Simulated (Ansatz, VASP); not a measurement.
## Ti3Ag in VASP and in Ansatz

Contents of INCAR:

```
  PREC = Accurate
  ENCUT = 520
  EDIFF = 1E-7
  ISMEAR = -1
  SIGMA = 0.08
  LREAL = F
  LASPH = T
  NELM = 80
  ALGO = Normal
  ISIF = 2
  LWAVE = F
  LCHARG = F
  GGA = CA
  NBANDS = 32
```

KPOINTS

```
Automatic mesh
0
Gamma
  9 9 9
```

Contents of POSCAR:

```
Ti3Ag
1.0
    4.1451300000      0.0000000000      0.0000000000
    0.0000000000      4.1451300000      0.0000000000
    0.0000000000      0.0000000000      3.9500000000
Ti Ag
3 1
Direct
    0.0000000000      0.5000000000      0.5000000000
    0.5000000000      0.0000000000      0.5000000000
    0.5000000000      0.5000000000      0.0000000000
    0.0000000000      0.0000000000      0.0000000000
```

Input for Ansatz:

```yaml
crystal:
  lattice:
    - [4.14513, 0.0, 0.0]
    - [0.0, 4.14513, 0.0]
    - [0.0, 0.0, 3.95]
  atoms:
    - { symbol: Ti, position: [0.0, 0.5, 0.5] }
    - { symbol: Ti, position: [0.5, 0.0, 0.5] }
    - { symbol: Ti, position: [0.5, 0.5, 0.0] }
    - { symbol: Ag, position: [0.0, 0.0, 0.0] }
kpoints:
  mp_grid: { grid: [9, 9, 9] }
  band_path:
    path:
      - [0.0, 0.0, 0.0]
      - [0.0, 0.5, 0.0]
      - [0.5, 0.5, 0.0]
      - [0.0, 0.0, 0.0]
      - [0.0, 0.0, 0.5]
      - [0.0, 0.5, 0.5]
      - [0.5, 0.5, 0.5]
      - [0.0, 0.0, 0.5]
      - [0.0, 0.5, 0.0]
    npoints: 5
scf:
  occupations: { method: fermi_dirac, width: 0.08 }
hamiltonian:
  xc: lda
  pseudopotentials: { kind: all_electron, lapw: { basis_error: 0.0005 } }
output:
  forces: true
  stress: true
  eigenvalues: true
```

Change from the starting cell: equal xx and yy strain of -1 %.

Alike in both runs: task single point; functional LDA; k mesh 9 × 9 × 9; occupations fermi-dirac, width 0.08 eV; no spin polarisation.

|  | VASP | Ansatz |
| --- | --- | --- |
| version | VASP 6.6.1 | Ansatz 0.2.0 |
| potentials or method | VASP PAW LDA potentials, release 64 (Ti_sv, Ag), cutoff 520 eV | all-electron LAPW, scalar-relativistic |

```tsv
	VASP	Ansatz	Ansatz less VASP
pressure (GPa)	-7.8	-7.9	-0.09
traceless stress, the component that is largest in VASP (GPa)	1.24	1.24	+0.001
```

LDA's correlation is that of Perdew and Zunger in VASP and of Perdew and Wang (1992) in Ansatz. Ansatz ran all-electron here, and VASP with PAW potentials.
